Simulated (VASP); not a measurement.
Crystal: Zr3O.

```
CELL_PARAMETERS angstrom
4.14408 0.00000 0.00000
0.00000 4.14408 0.00000
0.00000 0.00000 4.14408
ATOMIC_POSITIONS crystal
Zr 0.00000 0.50000 0.50000
Zr 0.50000 0.00000 0.50000
Zr 0.50000 0.50000 0.00000
O 0.00000 0.00000 0.00000
```

```yaml
Program: VASP 6.6.1
Task: relaxation of cell and atoms
Functional: PBE
Potentials_or_basis: VASP PAW PBE potentials, release 64 (Zr_sv, O)
Cutoff: 600 eV
k_mesh: 4 × 4 × 4
Occupations: gaussian, width 0.1 eV
Spin: no spin polarisation
```

At the start: pressure 4.1 GPa; volume 17.79 Å³/atom.

Problem. Where does the relaxation end?

Solution. Over 3 steps the energy falls by 9.4 meV/atom and the volume is 18.55 Å³/atom (+4.3 %); space group Pm-3m (No. 221, to 0.05 Å).

Step by step:
```
step  energy change (eV)  largest force (eV/Å)  pressure (GPa)  volume (Å³)
   1              0.0000                0.0000            4.09        71.17
   2             -0.0267                0.0000           -1.97        75.95
   3             -0.0376                0.0000            0.00        74.22
```

Final structure:
```
Zr O
1.0
     4.20246    0.00000    0.00000
     0.00000    4.20246    0.00000
     0.00000    0.00000    4.20246
Zr O
3 1
Cartesian
  0.0000 2.1012 2.1012
  2.1012 0.0000 2.1012
  2.1012 2.1012 0.0000
  0.0000 0.0000 0.0000
```

Caveat: the k points lie up to 0.37 Å⁻¹ apart in the final cell.
